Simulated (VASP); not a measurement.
MgSc, 2 atoms in the cell. The structure is cubic, space group Pm-3m (No. 221). Conventional cell: a = 3.563 Å, b = 3.563 Å, c = 3.563 Å, α = 90.00°, β = 90.00°, γ = 90.00°. Within 4.1 Å of Mg (site symmetry m-3m) lie 8 Sc at 3.09 Å and 6 Mg at 3.56 Å. Within 4.1 Å of Sc (site symmetry m-3m) lie 8 Mg at 3.09 Å and 6 Sc at 3.56 Å. 

* Program: VASP 6.6.1
* Task: single point
* Functional: PBEsol
* Potentials or basis: VASP PAW PBE potentials, release 64 (Mg, Sc_sv)
* Cutoff: 520 eV
* k mesh: 7 × 7 × 7
* Occupations: fermi-dirac, width 0.1 eV
* Spin: no spin polarisation
* Dipole correction: no
* Further INCAR settings: ALGO = Normal; EDIFF = 1e-06; NBANDS = 14

Potentials or basis: VASP PAW PBE potentials, release 64 (Mg, Sc_sv).

The run is started by

```bash
$ cat potpaw_PBE.64/Mg/POTCAR potpaw_PBE.64/Sc_sv/POTCAR > POTCAR
$ mpirun -np 1 vasp_std > vasp.out
```

Hardware: 1 thread of AMD EPYC 7R13 Processor (Zen 3) (shared host).

Task: Estimate the wall time of this run.

Result: Wall time 12 s on 1 thread of AMD EPYC 7R13 Processor (Zen 3), with other jobs on the host, peak memory 0.12 GiB. Counts: scf iterations 13, k points 20.
